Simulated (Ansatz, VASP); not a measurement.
ZrB2: VASP beside Ansatz

File INCAR:

```
SYSTEM = ZrB2
PREC = Accurate
ENCUT = 520
EDIFF = 1E-6
ISMEAR = 0
SIGMA = 0.15
LREAL = .False.
LASPH = .True.
NELM = 80
ALGO = Normal
ISIF = 2
LWAVE = .False.
LCHARG = .True.
GGA = PS
LELF = .True.
LVHAR = .True.
NBANDS = 16
```

KPOINTS

```
regular mesh
0
Gamma
  15 15 12
  0 0 0
```

POSCAR

```
ZrB2
1.0
    3.2179000000      0.0000000000      0.0000000000
   -1.6089500000      2.7867831468      0.0000000000
    0.0000000000      0.0000000000      3.5652000000
Zr B
1 2
Direct
    0.0000000000      0.0000000000      0.0000000000
    0.3333333333      0.6666666667      0.5000000000
    0.6666666667      0.3333333333      0.5000000000
```

Input for Ansatz:

```yaml
crystal:
  lattice:
    - [3.2179, 0.0, 0.0]
    - [-1.60895, 2.7867831468, 0.0]
    - [0.0, 0.0, 3.5652]
  atoms:
    - { symbol: Zr, position: [0.0, 0.0, 0.0] }
    - { symbol: B, position: [0.3333333333, 0.6666666667, 0.5] }
    - { symbol: B, position: [0.6666666667, 0.3333333333, 0.5] }
basis:
  ecutwfc: 520.0
kpoints:
  mp_grid: { grid: [15, 15, 12] }
hamiltonian:
  xc: pbesol
scf:
  occupations: { method: gaussian, width: 0.15 }
output:
  forces: true
  stress: true
  eigenvalues: true
  write_density: true
  write_potential: true
  elf: true
  volumetric_format: npy
```

Alike in both runs: task single point; functional PBEsol; k mesh 15 × 15 × 12; occupations gaussian, width 0.15 eV; no spin polarisation.

```csv
,VASP,Ansatz
version,VASP 6.6.1,Ansatz 0.2.0
potentials or method,"VASP PAW PBE potentials, release 64 (Zr_sv, B), cutoff 520 eV","scalar-relativistic, plane waves, PAW"
valence electrons in the cell,18,18
```

VASP gave:

- gap on the k mesh at the Fermi level (eV): none
- pressure (GPa): -12.4
- traceless stress, the component that is largest in VASP (GPa): 1.44

Problem. Which values does Ansatz return?

Solution. gap on the k mesh at the Fermi level (eV): none; pressure (GPa): -12.7; traceless stress, the component that is largest in VASP (GPa): 1.45.

VASP's potentials were made for PBE, not for PBEsol. A gap of «none» marks a metal or a gap that the smearing closes.
